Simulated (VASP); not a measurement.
Wanted: the native input for a VASP 6.6.1 run.

```yaml
Task: single point
Functional: PBEsol
Potentials_or_basis: VASP PAW PBE potentials, release 64 (Hf_pv, O)
Cutoff: 600 eV
k_mesh: 8 × 8 × 8
Occupations: gaussian, width 0.01 eV
Spin: no spin polarisation
Dipole_correction: no
Further_INCAR_settings: ALGO = Normal; EDIFF = 1e-06; NBANDS = 18
```

The structure of HfO2 lies in POSCAR:

```
HfO2
1.0
    0.0000000000      2.5217579399      2.5217579399
    2.5217579399      0.0000000000      2.5217579399
    2.5217579399      2.5217579399      0.0000000000
Hf O
1 2
Direct
    0.0000000000      0.0000000000      0.0000000000
    0.2500000000      0.2500000000      0.2500000000
    0.7500000000      0.7500000000      0.7500000000
```

These files were run (other wordings do the same):

INCAR

```
PREC = Accurate
ENCUT = 600
EDIFF = 1E-6
ISMEAR = 0
SIGMA = 0.01
LREAL = F
LASPH = T
NELM = 120
ALGO = Normal
ISIF = 2
LWAVE = F
LCHARG = T
GGA = PS
LELF = T
LVHAR = T
NBANDS = 18
GGA_COMPAT = F
```

KPOINTS

```
Automatic mesh
0
Gamma
  8 8 8
```

Potentials or basis: VASP PAW PBE potentials, release 64 (Hf_pv, O).

Run with:

```bash
$ cat potpaw_PBE.64/Hf_pv/POTCAR potpaw_PBE.64/O/POTCAR > POTCAR
$ mpirun -np 1 vasp_std > vasp.out
```

Results of the run:

```yaml
Pressure: -3.9 GPa
Band_gap_on_the_k_mesh: 3.71 eV, direct
```

Caveat: the PAW data sets were made with another functional, which shifts forces and pressure a little; spin-orbit coupling is left out, which moves the levels of the heavy elements.

Run time: 19 s on 1 thread of Intel(R) Xeon(R) 6975P-C (Granite Rapids) (shared host), peak memory 0.17 GiB.
